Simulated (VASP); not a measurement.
# BaTiO3 (Pm-3m) in VASP: further runs

The runs below take BaTiO3 through single point, with PBEsol.

Everything below comes from runs of VASP 6.6.1. Logs are shortened: lines on timing, memory, paths and dates and some standing lists are left out, and cuts for length are marked.

**1. The cell of the first run**

Symmetry: Pm-3m, No. 221, cubic system. Conventional cell: a = 3.924 Å, b = 3.924 Å, c = 3.924 Å, α = 90.00°, β = 90.00°, γ = 90.00°. Within 3.7 Å of Ba (site symmetry m-3m) lie 12 O at 2.77 Å and 8 Ti at 3.40 Å. Within 2.6 Å of Ti (site symmetry m-3m) lie 6 O at 1.96 Å. O (site symmetry 4/mmm) has 2 Ti at 1.96 Å within 2.6 Å.

**2. Single point, PBEsol**

INCAR reads:

```
PREC = Accurate ; ENCUT = 520
EDIFF = 1E-7 ; ISMEAR = -1
SIGMA = 0.05 ; LREAL = F
LASPH = T ; NELM = 60
ALGO = Normal ; ISIF = 2
LWAVE = F ; LCHARG = F
GGA = PS ; NBANDS = 28
```

KPOINTS reads:

```
Automatic mesh
0
Gamma
  7 7 7
```

POSCAR reads:

```
BaTiO3
1.0
    3.9242219515      0.0000000000      0.0000000000
    0.0000000000      3.9242219515      0.0000000000
    0.0000000000      0.0000000000      3.9242219515
Ba Ti O
1 1 3
Direct
    0.5000000000      0.5000000000      0.5000000000
    0.0000000000      0.0000000000      0.0000000000
    0.0000000000      0.0000000000      0.5000000000
    0.0000000000      0.5000000000      0.0000000000
    0.5000000000      0.0000000000      0.0000000000
```

Potentials or basis: VASP PAW PBE potentials, release 64 (Ba_sv, Ti_sv, O).

The run is started by

```
$ cat potpaw_PBE.64/Ba_sv/POTCAR potpaw_PBE.64/Ti_sv/POTCAR potpaw_PBE.64/O/POTCAR > POTCAR
$ mpirun -np 1 vasp_std > vasp.out
```

OUTCAR:

```text
PREC = Accurate
   ENCUT = 520
   EDIFF = 1E-7
   ISMEAR = -1
   LREAL = F
   LASPH = T
   NELM = 60
   ISIF = 2
   GGA = PS

 ion  position               nearest neighbor table
   1  0.500  0.500  0.500-   3 2.77   4 2.77   5 2.77   4 2.77   5 2.77   3 2.77   5 2.77   5 2.77
                             3 2.77   4 2.77   4 2.77   3 2.77   2 3.40   2 3.40   2 3.40   2 3.40
   2  0.000  0.000  0.000-   3 1.96   4 1.96   5 1.96   3 1.96   4 1.96   5 1.96   1 3.40   1 3.40
                             1 3.40   1 3.40   1 3.40   1 3.40   1 3.40   1 3.40
   3  0.000  0.000  0.500-   2 1.96   2 1.96   1 2.77   1 2.77   1 2.77   1 2.77
   4  0.000  0.500  0.000-   2 1.96   2 1.96   1 2.77   1 2.77   1 2.77   1 2.77
   5  0.500  0.000  0.000-   2 1.96   2 1.96   1 2.77   1 2.77   1 2.77   1 2.77

  LATTYP: Found a simple cubic cell.
 ALAT       =     3.9242219515

  Lattice vectors:

 A1 = (   3.9242219515,   0.0000000000,   0.0000000000)
 A2 = (   0.0000000000,   3.9242219515,   0.0000000000)
 A3 = (   0.0000000000,   0.0000000000,   3.9242219515)

Analysis of symmetry for initial positions (statically):
=====================================================================
 Subroutine PRICEL returns:
 Original cell was already a primitive cell.

 Routine SETGRP: Setting up the symmetry group for a
 simple cubic supercell.

 Subroutine GETGRP returns: Found 48 space group operations
 (whereof 48 operations were pure point group operations)
 out of a pool of 48 trial point group operations.

The static configuration has the point symmetry O_h .

Analysis of symmetry for dynamics (positions and initial velocities):
=====================================================================
 Subroutine PRICEL returns:
 Original cell was already a primitive cell.

 Routine SETGRP: Setting up the symmetry group for a
 simple cubic supercell.

 Subroutine GETGRP returns: Found 48 space group operations
 (whereof 48 operations were pure point group operations)
 out of a pool of 48 trial point group operations.

The dynamic configuration has the point symmetry O_h .

 Subroutine INISYM returns: Found 48 space group operations
 (whereof 48 operations are pure point group operations),
 and found     1 'primitive' translations

----------------------------------------------------------------------------------------

                                     Primitive cell

  volume of cell :      60.4311

  direct lattice vectors                    reciprocal lattice vectors
     3.924221951  0.000000000  0.000000000     0.254827584  0.000000000  0.000000000
     0.000000000  3.924221951  0.000000000     0.000000000  0.254827584  0.000000000
     0.000000000  0.000000000  3.924221951     0.000000000  0.000000000  0.254827584

  length of vectors
     3.924221951  3.924221951  3.924221951     0.254827584  0.254827584  0.254827584

  position of ions in fractional coordinates (direct lattice)
     0.500000000  0.500000000  0.500000000
     0.000000000  0.000000000  0.000000000
     0.000000000  0.000000000  0.500000000
     0.000000000  0.500000000  0.000000000
     0.500000000  0.000000000  0.000000000

  ion indices of the primitive-cell ions
   primitive index   ion index
                 1           1
                 2           2
                 3           3
                 4           4
                 5           5

----------------------------------------------------------------------------------------

 KPOINTS: Automatic mesh

Automatic generation of k-mesh.
 Grid dimensions read from file:
 generate k-points for:    7    7    7

 Generating k-lattice:

  Cartesian coordinates                     Fractional coordinates (reciprocal lattice)
     0.036403941  0.000000000  0.000000000     0.142857143  0.000000000  0.000000000
     0.000000000  0.036403941  0.000000000     0.000000000  0.142857143  0.000000000
     0.000000000  0.000000000  0.036403941     0.000000000  0.000000000  0.142857143

  Length of vectors
     0.036403941  0.036403941  0.036403941

  Shift w.r.t. Gamma in fractional coordinates (k-lattice)
     0.000000000  0.000000000  0.000000000

 Subroutine IBZKPT returns following result:
 ===========================================

 Found     20 irreducible k-points:

 Following reciprocal coordinates:
            Coordinates               Weight
  0.000000  0.000000  0.000000      1.000000
  0.142857  0.000000  0.000000      6.000000
  0.285714  0.000000  0.000000      6.000000
  0.428571  0.000000  0.000000      6.000000
  0.142857  0.142857  0.000000     12.000000
  0.285714  0.142857  0.000000     24.000000
[... 12 lines left out ...]
  0.428571  0.428571  0.285714     24.000000
  0.428571  0.428571  0.428571      8.000000
   k-points           NKPTS =     20   k-points in BZ     NKDIM =     20   number of bands    NBANDS=     28
   number of dos      NEDOS =    301   number of ions     NIONS =      5
   total plane-waves  NPLWV =  27000
[... 35 lines left out ...]
     AMIX_MAG =   1.60;   BMIX_MAG =  1.00
  volume/ion in A,a.u.               =      12.09        81.56
  Fermi-wavevector in a.u.,A,eV,Ry     =   1.426728  2.696125 27.695387  2.035554
  Thomas-Fermi vector in A             =   2.546974
   LORBIT       =      0    0 simple, 1 ext, 2 COOP (PROOUT), +10 PAW based schemes
   GGA     = PS    functional components
   LHFCALC =     F    Hartree Fock is set to
   AEXX    =    0.0000 exact exchange contribution
   IVDW    =     0    specifies the selected vdW correction
   LEPSILON=     F    determine dielectric tensor
   LRPA    =     F    only Hartree local field effects (RPA)
 non-spin polarized calculation
  energy-cutoff  :      520.00
  volume of cell :       60.43
 maximum number of plane-waves:      1647
 NGX is ok and might be reduce to    30
   NGX = 15   NGY = 15   NGZ = 15

 number of electron      39.9999996 magnetization

 Free energy of the ion-electron system (eV)
  ---------------------------------------------------
  ext. energy  EPLUGINS =         0.00000000
  ---------------------------------------------------
  free energy    TOTEN  =       -41.90231464 eV

  energy without entropy =      -41.90231464  energy(sigma->0) =      -41.90231464

 E-fermi :   5.0671     XC(G=0): -11.8329

 val. band max:        4.0946447985   @ k =   0.4286   0.4286   0.4286
 cond. band min:       5.9705688190   @ k =   0.0000   0.0000   0.0000
 fundamental gap:      1.8759240204
 Fermi energy:         5.0670845191

 k-point     1 :       0.0000    0.0000    0.0000
  band No.  band energies     occupation
      1     -51.9534      2.00000
      2     -28.3146      2.00000
      3     -28.3146      2.00000
      4     -28.3146      2.00000
      5     -20.4802      2.00000
      6     -12.7811      2.00000
[... 20 lines left out ...]
     27       9.1428      0.00000
     28      12.0221      0.00000

 k-point     2 :       0.1429    0.0000    0.0000
  band No.  band energies     occupation
      1     -51.9531      2.00000
      2     -28.3284      2.00000
      3     -28.3141      2.00000
      4     -28.3141      2.00000
      5     -20.4491      2.00000
      6     -12.8114      2.00000
[... 20 lines left out ...]
     27       9.5837      0.00000
     28      12.5306      0.00000

 k-point     3 :       0.2857    0.0000    0.0000
  band No.  band energies     occupation
      1     -51.9525      2.00000
      2     -28.3593      2.00000
      3     -28.3128      2.00000
      4     -28.3128      2.00000
      5     -20.3775      2.00000
      6     -12.9642      2.00000
[... 20 lines left out ...]
     27      10.6934      0.00000
     28      12.7169      0.00000

 k-point     4 :       0.4286    0.0000    0.0000
  band No.  band energies     occupation
      1     -51.9520      2.00000
      2     -28.3838      2.00000
      3     -28.3118      2.00000
      4     -28.3118      2.00000
      5     -20.3184      2.00000
      6     -13.1237      2.00000
[... 454 lines left out ...]
     27      12.4055      0.00000
     28      12.6120      0.00000

 k-point    19 :       0.4286    0.4286    0.2857
  band No.  band energies     occupation
      1     -51.9497      2.00000
      2     -28.3766      2.00000
      3     -28.3764      2.00000
      4     -28.3518      2.00000
      5     -20.1630      2.00000
      6     -12.1528      2.00000
[... 20 lines left out ...]
     27      12.2309      0.00000
     28      12.4676      0.00000

 k-point    20 :       0.4286    0.4286    0.4286
  band No.  band energies     occupation
      1     -51.9492      2.00000
      2     -28.3753      2.00000
      3     -28.3751      2.00000
      4     -28.3751      2.00000
      5     -20.1318      2.00000
      6     -11.9101      2.00000
[... 20 lines left out ...]
     27      12.3936      0.00000
     28      12.3936      0.00000

------------------------ aborting loop because EDIFF is reached ----------------------------------------

  FORCE on cell =-STRESS in cart. coord.  units (eV):
  Direction    XX          YY          ZZ          XY          YZ          ZX
  --------------------------------------------------------------------------------------
  -------------------------------------------------------------------------------------
  Total        3.4038130      3.4038130      3.4038130      0.0000000     -0.0000000      0.0000000
  in kB       90.2434273     90.2434273     90.2434273      0.0000000     -0.0000000      0.0000000
  external PRESSURE =      90.2434273 kB  Pullay stress =       0.0000000 kB

 VOLUME and BASIS-vectors are now :
 -----------------------------------------------------------------------------
  energy-cutoff  :      520.00
  volume of cell :       60.43
      direct lattice vectors                 reciprocal lattice vectors
     3.924221951  0.000000000  0.000000000     0.254827584  0.000000000  0.000000000
     0.000000000  3.924221951  0.000000000     0.000000000  0.254827584  0.000000000
     0.000000000  0.000000000  3.924221951     0.000000000  0.000000000  0.254827584

 POSITION                                       TOTAL-FORCE (eV/Angst)
 -----------------------------------------------------------------------------------
      1.96211      1.96211      1.96211         0.000000      0.000000      0.000000
      0.00000      0.00000      0.00000         0.000000      0.000000      0.000000
      0.00000      0.00000      1.96211         0.000000      0.000000      0.000000
      0.00000      1.96211      0.00000         0.000000      0.000000      0.000000
      1.96211      0.00000      0.00000         0.000000      0.000000      0.000000
 -----------------------------------------------------------------------------------
    total drift:                                0.000000     -0.000000      0.000000

  FREE ENERGIE OF THE ION-ELECTRON SYSTEM (eV)
  ---------------------------------------------------
  free  energy   TOTEN  =       -41.9023146419 eV

  energy  without entropy=      -41.9023146407  energy(sigma->0) =      -41.90231464
```

Run time: 20 s. Hardware: 1 thread of Intel Xeon 6975P-C (Granite Rapids), shared host; peak memory 0.19 GiB.

What came out:

```
Free energy            : -41.9023 eV
Pressure               : 9.0 GPa
Band gap on the k mesh : 1.88 eV, indirect (least direct gap 1.89 eV)
```

Caveat: the PAW data sets were made with another functional, which shifts forces and pressure a little; spin-orbit coupling is left out, which moves the levels of the heavy elements. A k mesh can miss the band edges.

**3. Single point, PBEsol**

This run uses another cell than the first one, of 12.34 Å³/atom, 1.021 times its volume.

INCAR reads:

```
PREC     = Accurate       # precision mode
ENCUT    = 520            # plane-wave cutoff, eV
EDIFF    = 1E-6           # SCF threshold, eV
ISMEAR   = -1             # smearing method
SIGMA    = 0.05           # smearing width, eV
LREAL    = F              # projectors in reciprocal space
LASPH    = T              # aspherical terms in the spheres
NELM     = 100            # most SCF steps
ALGO     = Normal         # electronic algorithm
ISIF     = 2              # what is computed and relaxed
LWAVE    = F              # write WAVECAR
LCHARG   = F              # write CHGCAR
GGA      = PS             # functional
NBANDS   = 28             # bands
```

KPOINTS is that of step 2.

POSCAR: that of step 2 with these lines changed.

```diff
@@ -2,5 +2,5 @@
 1.0
-    3.9242219515      0.0000000000      0.0000000000
-    0.0000000000      3.9242219515      0.0000000000
-    0.0000000000      0.0000000000      3.9242219515
+    3.9518582279      0.0000000000      0.0000000000
+    0.0000000000      3.9518582279      0.0000000000
+    0.0000000000      0.0000000000      3.9518582279
 Ba Ti O
```

Potentials or basis: VASP PAW PBE potentials, release 64 (Ba_sv, Ti_sv, O).

The run is started by

```
$ cat potpaw_PBE.64/Ba_sv/POTCAR potpaw_PBE.64/Ti_sv/POTCAR potpaw_PBE.64/O/POTCAR > POTCAR
$ mpirun -np 1 vasp_std > vasp.out
```

It took 19 s on 1 thread of Intel Xeon 6975P-C (Granite Rapids), shared host; peak memory 0.19 GiB.

The run converged. Its results:

| Item | Value |
| --- | --- |
| Free energy | -41.9583 eV |
| Pressure | 4.6 GPa |
| Band gap on the k mesh | 1.84 eV, indirect (least direct gap 1.88 eV) |

Levels at points of the mesh, in eV from the valence-band top:
```csv
k point,band 18,band 19,band 20,band 21,band 22,band 23
"(0.00, 0.00, 0.00)",-0.04,-0.04,-0.04,1.84,1.84,1.84
```

Caveat: the PAW data sets were made with another functional, which shifts forces and pressure a little; spin-orbit coupling is left out, which moves the levels of the heavy elements.

**4. Single point, PBEsol**

This run uses another cell than the first one, of 12.60 Å³/atom, 1.043 times its volume.

INCAR reads:

```
PREC = Accurate
ENCUT = 520
EDIFF = 1E-6
ISMEAR = -1
SIGMA = 0.05
LREAL = False
LASPH = True
NELM = 100
ALGO = Normal
ISIF = 2
LWAVE = False
LCHARG = False
GGA = PS
NBANDS = 28
```

KPOINTS is that of step 3.

POSCAR: that of step 3 with these lines changed.

```diff
@@ -2,5 +2,5 @@
 1.0
-    3.9518582279      0.0000000000      0.0000000000
-    0.0000000000      3.9518582279      0.0000000000
-    0.0000000000      0.0000000000      3.9518582279
+    3.9791132838      0.0000000000      0.0000000000
+    0.0000000000      3.9791132838      0.0000000000
+    0.0000000000      0.0000000000      3.9791132838
 Ba Ti O
```

The run is started by

```
$ cat potpaw_PBE.64/Ba_sv/POTCAR potpaw_PBE.64/Ti_sv/POTCAR potpaw_PBE.64/O/POTCAR > POTCAR
$ mpirun -np 1 vasp_std > vasp.out
```

Run time: 18 s. Hardware: 1 thread of Intel Xeon 6975P-C (Granite Rapids), shared host; peak memory 0.18 GiB.

Results (log left out):

```
Free energy            : -41.9810 eV
Pressure               : 0.7 GPa
Band gap on the k mesh : 1.80 eV, indirect (least direct gap 1.86 eV)
```

Levels at points of the mesh, in eV from the valence-band top:
| k point | band 18 | band 19 | band 20 | band 21 | band 22 | band 23 |
| --- | --- | --- | --- | --- | --- | --- |
| (0.00, 0.00, 0.00) | -0.06 | -0.06 | -0.06 | 1.80 | 1.80 | 1.80 |

Caveat: the PAW data sets were made with another functional, which shifts forces and pressure a little; spin-orbit coupling is left out, which moves the levels of the heavy elements. A k mesh can miss the band edges.

**5. Single point, PBEsol**

This run uses another cell than the first one, of 12.86 Å³/atom, 1.064 times its volume.

INCAR reads:

```
SYSTEM = BaTiO3
  PREC = Accurate
  ENCUT = 520
  EDIFF = 1E-6
  ISMEAR = -1
  SIGMA = 0.05
  LREAL = .FALSE.
  LASPH = .TRUE.
  NELM = 100
  ALGO = Normal
  ISIF = 2
  LWAVE = .FALSE.
  LCHARG = .TRUE.
  GGA = PS
  LELF = .TRUE.
  LVHAR = .TRUE.
  NBANDS = 28
```

KPOINTS reads:

```
regular mesh
0
G
  7 7 7
  0 0 0
```

POSCAR: that of step 4 with these lines changed.

```diff
@@ -2,5 +2,5 @@
 1.0
-    3.9791132838      0.0000000000      0.0000000000
-    0.0000000000      3.9791132838      0.0000000000
-    0.0000000000      0.0000000000      3.9791132838
+    4.0060000000      0.0000000000      0.0000000000
+    0.0000000000      4.0060000000      0.0000000000
+    0.0000000000      0.0000000000      4.0060000000
 Ba Ti O
```

The run is started by

```
$ cat potpaw_PBE.64/Ba_sv/POTCAR potpaw_PBE.64/Ti_sv/POTCAR potpaw_PBE.64/O/POTCAR > POTCAR
$ mpirun -np 1 vasp_std > vasp.out
```

It took 19 s on 1 thread of Intel Xeon 6975P-C (Granite Rapids), shared host; peak memory 0.19 GiB.

It converged, with:

```yaml
Free_energy: -41.9736 eV
Pressure: -2.8 GPa
Band_gap_on_the_k_mesh: 1.76 eV, indirect (least direct gap 1.84 eV)
```

Levels at points of the mesh, in eV from the valence-band top:
```
           k point  band 18  band 19  band 20  band 21  band 22  band 23
(0.00, 0.00, 0.00)    -0.09    -0.09    -0.09     1.76     1.76     1.76
```

Caveat: the PAW data sets were made with another functional, which shifts forces and pressure a little; spin-orbit coupling is left out, which moves the levels of the heavy elements.

**6. Single point, PBEsol**

This run uses another cell than the first one, of 12.86 Å³/atom, 1.064 times its volume.

INCAR reads:

```
PREC     = Accurate       # precision mode
ENCUT    = 520            # plane-wave cutoff, eV
EDIFF    = 1E-6           # SCF threshold, eV
ISMEAR   = -1             # smearing method
SIGMA    = 0.05           # smearing width, eV
LREAL    = False          # projectors in reciprocal space
LASPH    = True           # aspherical terms in the spheres
NELM     = 60             # most SCF steps
ALGO     = Normal         # electronic algorithm
ISIF     = 2              # what is computed and relaxed
LWAVE    = False          # write WAVECAR
LCHARG   = True           # write CHGCAR
GGA      = PS             # functional
LELF     = True           # ELF
LVHAR    = True         
NBANDS   = 28             # bands
```

KPOINTS reads:

```
regular mesh
0
Gamma
  7 7 7
```

POSCAR is that of step 5.

Potentials or basis: VASP PAW PBE potentials, release 64 (Ba_sv, Ti_sv, O).

The run is started by

```
$ cat potpaw_PBE.64/Ba_sv/POTCAR potpaw_PBE.64/Ti_sv/POTCAR potpaw_PBE.64/O/POTCAR > POTCAR
$ mpirun -np 1 vasp_std > vasp.out
```

It took 18 s on 1 thread of Intel Xeon 6975P-C (Granite Rapids), shared host; peak memory 0.18 GiB.

It converged, with:

| Property | Result |
| --- | --- |
| Free energy | -41.9736 eV |
| Pressure | -2.8 GPa |
| Band gap on the k mesh | 1.76 eV, indirect (least direct gap 1.84 eV) |

Levels at points of the mesh, in eV from the valence-band top:
| k point | band 16 | band 17 | band 18 | band 19 | band 20 | band 21 | band 22 | band 23 | band 24 | band 25 |
| --- | --- | --- | --- | --- | --- | --- | --- | --- | --- | --- |
| (0.00, 0.00, 0.00) | -1.04 | -1.04 | -0.09 | -0.09 | -0.09 | 1.76 | 1.76 | 1.76 | 3.98 | 3.98 |

Caveat: the PAW data sets were made with another functional, which shifts forces and pressure a little; spin-orbit coupling is left out, which moves the levels of the heavy elements. A hybrid or GW would open this gap; PBEsol tends to underestimate it.

**7. Summary**

| cell | gap on the mesh (eV) | pressure (GPa) |
| --- | --- | --- |
| a = 3.924 Å, 5 atoms | 1.88 | 9.0 |
| a = 3.952 Å, 5 atoms | 1.84 | 4.6 |
| a = 3.979 Å, 5 atoms | 1.80 | 0.7 |
| a = 4.006 Å, 5 atoms | 1.76 | -2.8 |

Alike in all rows: task single point; level PBEsol; potentials or basis VASP PAW PBE potentials, release 64 (Ba_sv, Ti_sv, O); no spin polarisation; k mesh 7 × 7 × 7; cutoff (eV) 520; smearing fermi-dirac 0.05 eV.

Caveats: the PAW data sets were made with another functional, which shifts forces and pressure a little; spin-orbit coupling is left out, which moves the levels of the heavy elements.

Absolute energies hang on the potentials; compare differences alone.
